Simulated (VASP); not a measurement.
Runs of VASP 6.6.1 on In4Sb. The structure is that of space group Pm-3m (No. 221), or close to it. The cells are those of the table. The cell was built from a structure type or drawn by symmetry, and may not be a known phase.

| task | cell | k mesh | cutoff (eV) | gap on the mesh (eV) | pressure (GPa) | relaxed volume (Å³/atom) |
| --- | --- | --- | --- | --- | --- | --- |
| relaxation of cell and atoms | relaxed from a = 5.547 Å, 5 atoms | 8 × 8 × 8 | 600 | none | 0.0 | (a) |
| single point | a = 5.065 Å, 5 atoms | 4 × 4 × 4 | 520 | none | 16.2 | - |
| single point | a = 5.581 Å, 5 atoms | 8 × 8 × 8 | 520 | none | 0.0 | - |
| relaxation of cell and atoms | relaxed from a = 5.065 Å, 5 atoms | 4 × 4 × 4 | 600 | none | -0.1 | 34.15 |
| single point | a = 5.547 Å, 5 atoms | 4 × 4 × 4 | 520 | none | 0.0 | - |

Alike in all rows: level PBE; potentials or basis VASP PAW PBE potentials, release 64 (In_d, Sb); no spin polarisation; smearing gaussian 0.1 eV.

Task: Estimate the missing entries.

Result: (a) 34.82.

Caveats: spin-orbit coupling is left out, which moves the levels of the heavy elements; the cell stands under pressure (at least some runs); the volume moved by over 15 % at a fixed basis, so the end points are rough (at least some runs).

A k mesh can miss the band edges, and the runs leave out spin-orbit coupling on In, Sb.

A gap of «none» marks levels without a gap at the run's occupations.
